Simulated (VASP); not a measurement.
A run of VASP 6.6.1:

INCAR

```
PREC = Accurate ; ENCUT = 600
EDIFF = 1E-6 ; ISMEAR = -1
SIGMA = 0.1 ; LREAL = False
LASPH = True ; NELM = 200
ALGO = Normal ; ISIF = 2
LWAVE = False ; LCHARG = False
ISPIN = 2 ; MAGMOM = 2 -2 0 0
LORBIT = 11 ; LMAXMIX = 4
GGA = PE ; NBANDS = 28
GGA_COMPAT = False
```

File KPOINTS:

```
Automatic mesh
0
Gamma
  1 1 1
```

File POSCAR:

```
NiO
1.0
    4.1700000000      2.0850000000      2.0850000000
    2.0850000000      4.1700000000      2.0850000000
    2.0850000000      2.0850000000      4.1700000000
Ni O
2 2
Direct
    0.0000000000      0.0000000000      0.0000000000
    0.5000000000      0.5000000000      0.5000000000
    0.2550000000      0.2550000000      0.2550000000
    0.7550000000      0.7550000000      0.7550000000
```

Potentials or basis: VASP PAW PBE potentials, release 64 (Ni, O).

The run is started by

```sh
$ cat potpaw_PBE.64/Ni/POTCAR potpaw_PBE.64/O/POTCAR > POTCAR
$ mpirun -np 1 vasp_gam > vasp.out
```

Hardware: 1 thread of Intel Xeon 6975P-C, on a shared host.

**Question.** How long does it take, and how much memory?

**Answer.** It took 29 s on 1 thread of Intel Xeon 6975P-C, on a shared host, peak memory 0.3 GiB. Counts: scf iterations 17, k points 1.
